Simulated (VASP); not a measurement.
Write the native input for VASP 6.6.1 that does the following.

| Property | Result |
| --- | --- |
| Task | single point |
| Functional | PBEsol |
| Potentials or basis | VASP PAW PBE potentials, release 64 (Pt_sv_GW, S) |
| Cutoff | 430 eV |
| k mesh | 9 × 9 × 5 |
| Occupations | fermi-dirac, width 0.05 eV |
| Spin | no spin polarisation |
| Hubbard terms | Pt d U = 1.0 eV |
| Dipole correction | no |
| k mesh for the DOS | 14 × 14 × 8 |
| Occupations for the DOS | tetrahedron |
| Further INCAR settings | ALGO = Normal; EDIFF = 1e-06 |

PtS2:

```
Pt S
1.0
     3.54320    0.00000    0.00000
    -1.77160    3.06850    0.00000
     0.00000    0.00000    5.03880
Pt S
1 2
Direct
  0.00000 0.00000 0.00000
  0.66667 0.33333 0.77300
  0.33333 0.66667 0.22700
```

These files were run (other wordings do the same):

POSCAR

```
PtS2
1.0
    3.5432000000      0.0000000000      0.0000000000
   -1.7716000000      3.0685012107      0.0000000000
    0.0000000000      0.0000000000      5.0388000000
Pt S
1 2
Direct
    0.0000000000      0.0000000000      0.0000000000
    0.6666666667      0.3333333333      0.7730000000
    0.3333333333      0.6666666667      0.2270000000
```

INCAR.step1

```
PREC     = Accurate       # precision mode
ENCUT    = 430            # plane-wave cutoff, eV
EDIFF    = 1E-6           # SCF threshold, eV
ISMEAR   = -1             # smearing method
SIGMA    = 0.05           # smearing width, eV
LREAL    = F              # projectors in reciprocal space
LASPH    = T              # aspherical terms in the spheres
NELM     = 200            # most SCF steps
ALGO     = Normal         # electronic algorithm
ISIF     = 2              # what is computed and relaxed
LWAVE    = F              # write WAVECAR
LCHARG   = T              # write CHGCAR
LMAXMIX  = 4              # l up to which the mixer works
LDAU     = T              # DFT+U
LDAUTYPE = 2            
LDAUL    = 2 -1           # shell
LDAUU    = 1 0            # U, eV
LDAUJ    = 0 0          
LDAUPRINT= 1            
GGA      = PS             # functional
NBANDS   = 22             # bands
GGA_COMPAT= F            
NEDOS    = 2001           # points of the DOS
LORBIT   = 11             # projections on sites
```

KPOINTS.step1

```
regular mesh
0
Gamma
  9 9 5
```

INCAR.step2

```
PREC     = Accurate       # precision mode
ENCUT    = 430            # plane-wave cutoff, eV
EDIFF    = 1E-6           # SCF threshold, eV
ISMEAR   = -5             # smearing method
SIGMA    = 0.05           # smearing width, eV
LREAL    = F              # projectors in reciprocal space
LASPH    = T              # aspherical terms in the spheres
NELM     = 200            # most SCF steps
ALGO     = Normal         # electronic algorithm
ISIF     = 2              # what is computed and relaxed
LWAVE    = F              # write WAVECAR
LCHARG   = F              # write CHGCAR
LMAXMIX  = 4              # l up to which the mixer works
LDAU     = T              # DFT+U
LDAUTYPE = 2            
LDAUL    = 2 -1           # shell
LDAUU    = 1 0            # U, eV
LDAUJ    = 0 0          
LDAUPRINT= 1            
GGA      = PS             # functional
LORBIT   = 11             # projections on sites
NEDOS    = 1001           # points of the DOS
ICHARG   = 11             # starting density
GGA_COMPAT= F
```

KPOINTS.step2

```
regular mesh
0
Gamma
  14 14 8
```

Potentials or basis: VASP PAW PBE potentials, release 64 (Pt_sv_GW, S).

Run with:

```sh
$ cat potpaw_PBE.64/Pt_sv_GW/POTCAR potpaw_PBE.64/S/POTCAR > POTCAR
$ cp INCAR.step1 INCAR
$ cp KPOINTS.step1 KPOINTS
$ mpirun -np 1 vasp_std > vasp.out
$ cp INCAR.step2 INCAR
$ cp KPOINTS.step2 KPOINTS
$ mpirun -np 1 vasp_std > vasp.out
```

It gave:

```json
{
 "Valence electrons inside the program's atomic spheres": "Pt 18.69; S 3.64"
}
```

Wall time 34 s on 1 thread of Intel(R) Xeon(R) 6975P-C (Granite Rapids), on a shared host, peak memory 0.25 GiB.
